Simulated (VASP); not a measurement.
# NiO (Fm-3m) in VASP: notebook, part 2 of 2

VASP 6.6.1. Earlier steps stand in the parts before.

## (3) Single point, PBEsol-based screened hybrid with 25 % exact exchange, collinear spin, ferromagnetic start

This run uses another cell than the first one, of 9.08 Å³/atom.

File POSCAR:

```
NiO
1.0
    0.0000000000      2.0859016414      2.0859016414
    2.0859016414      0.0000000000      2.0859016414
    2.0859016414      2.0859016414      0.0000000000
Ni O
1 1
Direct
    0.0000000000      0.0000000000      0.0000000000
    0.5000000000      0.5000000000      0.5000000000
```

File INCAR.step1:

```
SYSTEM = NiO
PREC = Accurate ; ENCUT = 520
EDIFF = 1E-5 ; ISMEAR = -1
SIGMA = 0.05 ; LREAL = .False.
LASPH = .True. ; NELM = 150
ALGO = Normal ; ISIF = 2
LWAVE = .True. ; ISPIN = 2
MAGMOM = 1 0 ; LORBIT = 11
LMAXMIX = 4 ; NBANDS = 19
GGA = PE
```

File INCAR.step2:

```
SYSTEM = NiO
PREC = Accurate ; ENCUT = 520
EDIFF = 1E-6 ; ISMEAR = -1
SIGMA = 0.05 ; LREAL = .False.
LASPH = .True. ; NELM = 150
ALGO = Normal ; ISIF = 2
LWAVE = .False. ; LCHARG = .True.
ISPIN = 2 ; MAGMOM = 1 0
LORBIT = 11 ; LMAXMIX = 4
GGA = PS ; LHFCALC = .True.
AEXX = 0.25 ; HFSCREEN = 0.207
PRECFOCK = Normal ; LELF = .True.
LVHAR = .True. ; NBANDS = 19
ISTART = 1
```

File KPOINTS:

```
Automatic mesh
0
Gamma
  6 6 6
  0 0 0
```

Potentials or basis: VASP PAW PBE potentials, release 64 (Ni, O).

The run is started by

```console
> cat potpaw_PBE.64/Ni/POTCAR potpaw_PBE.64/O/POTCAR > POTCAR
> cp INCAR.step1 INCAR
> mpirun -np 1 vasp_std > vasp.out
> cp INCAR.step2 INCAR
> mpirun -np 1 vasp_std > vasp.out
```

OUTCAR:

```text
SYSTEM = NiO
   PREC = Accurate
   ENCUT = 520
   EDIFF = 1E-6
   ISMEAR = -1
   LREAL = .False.
   LASPH = .True.
   NELM = 150
   ISIF = 2
   ISPIN = 2
   LORBIT = 11
   GGA = PS
   LHFCALC = .True.
   AEXX = 0.25
   HFSCREEN = 0.207
   PRECFOCK = Normal
   ISTART = 1

 ion  position               nearest neighbor table
   1  0.000  0.000  0.000-   2 2.09   2 2.09   2 2.09   2 2.09   2 2.09   2 2.09
   2  0.500  0.500  0.500-   1 2.09   1 2.09   1 2.09   1 2.09   1 2.09   1 2.09

  LATTYP: Found a face centered cubic cell.
 ALAT       =     4.1718032828

  Lattice vectors:

 A1 = (   0.0000000000,   2.0859016414,   2.0859016414)
 A2 = (   2.0859016414,   0.0000000000,   2.0859016414)
 A3 = (   2.0859016414,   2.0859016414,   0.0000000000)

Analysis of symmetry for initial positions (statically):
=====================================================================
 Subroutine PRICEL returns:
 Original cell was already a primitive cell.

 Routine SETGRP: Setting up the symmetry group for a
 face centered cubic supercell.

 Subroutine GETGRP returns: Found 48 space group operations
 (whereof 48 operations were pure point group operations)
 out of a pool of 48 trial point group operations.

The static configuration has the point symmetry O_h .

Analysis of symmetry for dynamics (positions and initial velocities):
=====================================================================
 Subroutine PRICEL returns:
 Original cell was already a primitive cell.

 Routine SETGRP: Setting up the symmetry group for a
 face centered cubic supercell.

 Subroutine GETGRP returns: Found 48 space group operations
 (whereof 48 operations were pure point group operations)
 out of a pool of 48 trial point group operations.

The dynamic configuration has the point symmetry O_h .

Analysis of structural, dynamic, and magnetic symmetry:
=====================================================================
 Subroutine PRICEL returns:
 Original cell was already a primitive cell.

 Routine SETGRP: Setting up the symmetry group for a
 face centered cubic supercell.

 Subroutine GETGRP returns: Found 48 space group operations
 (whereof 48 operations were pure point group operations)
 out of a pool of 48 trial point group operations.

The overall configuration has the point symmetry O_h .

 Subroutine INISYM returns: Found 48 space group operations
 (whereof 48 operations are pure point group operations),
 and found     1 'primitive' translations

----------------------------------------------------------------------------------------

                                     Primitive cell

  volume of cell :      18.1515

  direct lattice vectors                    reciprocal lattice vectors
     0.000000000  2.085901641  2.085901641    -0.239704495  0.239704495  0.239704495
     2.085901641  0.000000000  2.085901641     0.239704495 -0.239704495  0.239704495
     2.085901641  2.085901641  0.000000000     0.239704495  0.239704495 -0.239704495

  length of vectors
     2.949910391  2.949910391  2.949910391     0.415180364  0.415180364  0.415180364

  position of ions in fractional coordinates (direct lattice)
     0.000000000  0.000000000  0.000000000
     0.500000000  0.500000000  0.500000000

  ion indices of the primitive-cell ions
   primitive index   ion index
                 1           1
                 2           2
[... 67 lines left out ...]
   IBRION =     -1    ionic relax: 0-MD 1-quasi-New 2-CG
   NFREE  =      0    steps in history (QN), initial steepest desc. (CG)
   ISIF   =      2    stress and relaxation
   ISYM   =      3    0-nonsym 1-usesym 2-fastsym
   POTIM  = 0.5000    time-step for ionic-motion
   TEBEG  =    0.0;   TEEND  =   0.0 temperature during run
   PSTRESS=    0.0 pullay stress
   NELECT =      16.0000    total number of electrons
   NUPDOWN=      -1.0000    fix difference up-down
   EMIN   =  10.00;   EMAX   =-10.00  energy-range for DOS
   EFERMI =   0.00;   METHOD = LEGACY
   ISMEAR =    -1;   SIGMA  =   0.05  broadening in eV -4-tet -1-fermi 0-gaus
   EFERMI_NEDOS =   21; number of points for ismear=-14 and -15
   IALGO  =     38    algorithm
   IMIX   =      1    mixing-type and parameters
     AMIX     =   0.40;   BMIX     =  1.00
     AMIX_MAG =   1.60;   BMIX_MAG =  1.00
  volume/ion in A,a.u.               =       9.08        61.25
  Fermi-wavevector in a.u.,A,eV,Ry     =   1.569680  2.966264 33.523312  2.463894
  Thomas-Fermi vector in A             =   2.671526
   LORBIT       =     11    0 simple, 1 ext, 2 COOP (PROOUT), +10 PAW based schemes
   GGA     = PS    functional components
   LHFCALC =     T    Hartree Fock is set to
   PRECFOCK=normal    Normal, Fast or Accurate (Low or Medium for compatibility)
   ENCUT4O =  -1.0   cutoff for four orbital integrals eV
   NKREDX  =     1    reduce k-point grid by
   NKREDY  =     1    reduce k-point grid by
   NKREDZ  =     1    reduce k-point grid by
   AEXX    =    0.2500 exact exchange contribution
   HFSCREEN=    0.2070 screening length (either q_TF or 0.3 A-1)
   HFSCREENC=   0.2070 screening length for correlation (either q_TF or 0.3 A-1)
   ENCUTFOCK=  -1.0 apply spherical cutoff to Coloumb kernel
   IVDW    =     0    specifies the selected vdW correction
   LEPSILON=     F    determine dielectric tensor
   LRPA    =     F    only Hartree local field effects (RPA)
 spin polarized calculation
  energy-cutoff  :      520.00
  volume of cell :       18.15
 maximum number of plane-waves:       531
 NGX is ok and might be reduce to    24
  NGX = 18; NGY = 18; NGZ = 18

 number of electron      16.0000001 magnetization       2.0028372

 Free energy of the ion-electron system (eV)
  ---------------------------------------------------
  ext. energy  EPLUGINS =         0.00000000
  ---------------------------------------------------
  free energy    TOTEN  =       -16.86776429 eV

  energy without entropy =      -16.86776429  energy(sigma->0) =      -16.86776429

 E-fermi :   7.4514     XC(G=0): -10.5218

 val. band max:        6.3353680566   @ k =   0.5000   0.0000   0.0000
 cond. band min:       9.0932348249   @ k =   0.0000   0.0000   0.0000
 fundamental gap:      2.7578667683
 Fermi energy:         7.4514397434

 spin component 1

 k-point     1 :       0.0000    0.0000    0.0000
  band No.  band energies     occupation
      1     -15.0143      1.00000
      2       1.3397      1.00000
      3       1.3397      1.00000
      4       2.2034      1.00000
      5       2.2034      1.00000
      6       2.2034      1.00000
[... 328 lines left out ...]
      5       2.1458      1.00000
      6       3.1292      1.00000
[... 11 lines left out ...]
     18      41.7666      0.00000
     19      44.4584      0.00000
 Fermi energy:         7.4514397434

 spin component 2

 k-point     1 :       0.0000    0.0000    0.0000
  band No.  band energies     occupation
      1     -14.4560      1.00000
      2       3.4396      1.00000
      3       3.4398      1.00000
      4       3.4400      1.00000
      5       4.7251      1.00000
      6       4.7251      1.00000
[... 329 lines left out ...]
      6       4.4984      1.00000
[... 11 lines left out ...]
     18      41.8766      0.00000
     19      44.8320      0.00000

------------------------ aborting loop because EDIFF is reached ----------------------------------------

  FORCE on cell =-STRESS in cart. coord.  units (eV):
  Direction    XX          YY          ZZ          XY          YZ          ZX
  --------------------------------------------------------------------------------------
  -------------------------------------------------------------------------------------
  Total       -0.3758579     -0.3758579     -0.3758579      0.0000000      0.0000000     -0.0000000
  in kB      -33.1759084    -33.1759084    -33.1759084      0.0000000      0.0000000     -0.0000000
  external PRESSURE =     -33.1759084 kB  Pullay stress =       0.0000000 kB

 VOLUME and BASIS-vectors are now :
 -----------------------------------------------------------------------------
  energy-cutoff  :      520.00
  volume of cell :       18.15
      direct lattice vectors                 reciprocal lattice vectors
     0.000000000  2.085901641  2.085901641    -0.239704495  0.239704495  0.239704495
     2.085901641  0.000000000  2.085901641     0.239704495 -0.239704495  0.239704495
     2.085901641  2.085901641  0.000000000     0.239704495  0.239704495 -0.239704495

 POSITION                                       TOTAL-FORCE (eV/Angst)
 -----------------------------------------------------------------------------------
      0.00000      0.00000      0.00000         0.000000      0.000000     -0.000000
      2.08590      2.08590      2.08590        -0.000000     -0.000000      0.000000
 -----------------------------------------------------------------------------------
    total drift:                                0.000017      0.000021      0.000017

  FREE ENERGIE OF THE ION-ELECTRON SYSTEM (eV)
  ---------------------------------------------------
  free  energy   TOTEN  =       -16.8677642898 eV

  energy  without entropy=      -16.8677642898  energy(sigma->0) =      -16.86776429

 total charge

# of ion       s       p       d       tot
------------------------------------------
    1        0.336   0.433   8.152   8.920
    2        1.546   3.500   0.000   5.046
--------------------------------------------------
tot          1.881   3.933   8.152  13.966

 magnetization (x)

# of ion       s       p       d       tot
------------------------------------------
    1        0.005   0.007   1.717   1.729
    2        0.028   0.212   0.000   0.240
--------------------------------------------------
tot          0.033   0.219   1.717   1.969
```

Wall time 24 min (1 thread of Intel Xeon 6975P-C (Granite Rapids), shared host); peak memory 0.26 GiB.

Results:

```yaml
Free_energy: -16.8678 eV
Pressure: -3.3 GPa
Band_gap_on_the_k_mesh: 2.76 eV (least direct gap 3.81 eV)
Net_moment: 2.00 μB per cell
Site_moments: Ni +1.73; O +0.24 μB
Valence_electrons_inside_the_program's_atomic_spheres: Ni 8.92; O 5.05
```

Levels at points of the mesh, in eV from the valence-band top:
Spin up:
```
           k point  band 7  band 8  band 9  band 10  band 11  band 12
(0.00, 0.00, 0.00)   -2.41   -2.41   -2.41     3.58    19.95    21.06
(0.50, 0.00, 0.00)   -2.60    0.00    0.00     7.56    12.75    16.23
(0.50, 0.50, 0.00)   -3.90   -3.20   -3.20     8.26    13.24    13.93
```
Spin down:
| k point | band 3 | band 4 | band 5 | band 6 | band 7 | band 8 | band 9 | band 10 | band 11 | band 12 |
| --- | --- | --- | --- | --- | --- | --- | --- | --- | --- | --- |
| (0.00, 0.00, 0.00) | -2.90 | -2.90 | -1.61 | -1.61 | -1.61 | 2.76 | 2.76 | 4.05 | 19.85 | 21.32 |
| (0.50, 0.00, 0.00) | -4.21 | -4.21 | -1.70 | -1.70 | -1.33 | 5.81 | 5.81 | 7.77 | 13.43 | 16.55 |
| (0.50, 0.50, 0.00) | -3.80 | -3.21 | -3.21 | -1.84 | -1.84 | 3.33 | 4.01 | 8.82 | 13.72 | 14.26 |

Caveat: the k points lie up to 0.43 Å⁻¹ apart; the PAW data sets were made with another functional, which shifts forces and pressure a little; a cell with one magnetic atom can't hold antiferromagnetic order, which such compounds often take.
